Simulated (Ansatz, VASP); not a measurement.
**One calculation of CaB2, two programs**

```
CELL_PARAMETERS angstrom
5.89063 0.00000 0.00000
0.00000 5.89063 0.00000
0.00000 0.00000 5.89063
ATOMIC_POSITIONS crystal
Ca 0.00000 0.00000 0.00000
Ca 0.50000 0.50000 0.50000
B 0.25000 0.25000 0.25000
B 0.25000 0.75000 0.75000
B 0.75000 0.75000 0.25000
B 0.75000 0.25000 0.75000
```

Alike in both runs: functional PBE; k mesh 6 × 6 × 6; occupations gaussian, width 0.1 eV; no spin polarisation.

Ansatz relaxed the structure, and its values are those at the end. VASP's run is a single point on that final structure, the one shown.

|  | VASP | Ansatz |
| --- | --- | --- |
| version | VASP 6.6.1 | Ansatz 0.2.0 |
| potentials or method | VASP PAW PBE potentials, release 64 (Ca_sv, B), cutoff 520 eV | scalar-relativistic, plane waves, PAW |
| valence electrons in the cell | 32 | 32 |

|  | VASP | Ansatz | Ansatz less VASP |
| --- | --- | --- | --- |
| gap on the k mesh at the Fermi level (eV) | none | none | - |
| pressure (GPa) | 0.0 | 0.0 | -0.03 |

A gap of «none» marks a metal or a gap that the smearing closes. The functional is the same, so the differences come from potentials, cutoffs and numerics.
